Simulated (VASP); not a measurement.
Mn, 1 atom in the cell. The structure is cubic, space group Pm-3m (No. 221). The conventional cell has a = 1.826 Å, b = 1.826 Å, c = 1.826 Å, α = 90.00°, β = 90.00°, γ = 90.00°. Within 2.4 Å of Mn (site symmetry m-3m) lie 6 Mn at 1.83 Å.  This cell differs from its parent crystal: volume scaled by 0.55.

```yaml
Program: VASP 6.6.1
Task: single point
Functional: LDA
Potentials_or_basis: VASP PAW LDA potentials, release 64 (Mn_pv)
Cutoff: 520 eV
k_mesh: 19 × 19 × 19
Occupations: fermi-dirac, width 0.1 eV
Spin: collinear spin, ferromagnetic start
Starting_moments: "[3.0] μB"
Dipole_correction: no
Further_INCAR_settings: ALGO = Normal; EDIFF = 1e-06; NBANDS = 16
```

Potentials or basis: VASP PAW LDA potentials, release 64 (Mn_pv).

Run with:

```bash
$ cat potpaw_LDA.64/Mn_pv/POTCAR > POTCAR
$ mpirun -np 1 vasp_std > vasp.out
```

Hardware: 1 thread of AMD EPYC 9R45 96-Core Processor (Zen 5), on a shared host.

**Question.** How long does it take, and how much memory?

**Answer.** It took 16 s on 1 thread of AMD EPYC 9R45 96-Core Processor (Zen 5), with other jobs on the host, peak memory 0.11 GiB. Counts: scf iterations 12, k points 220.
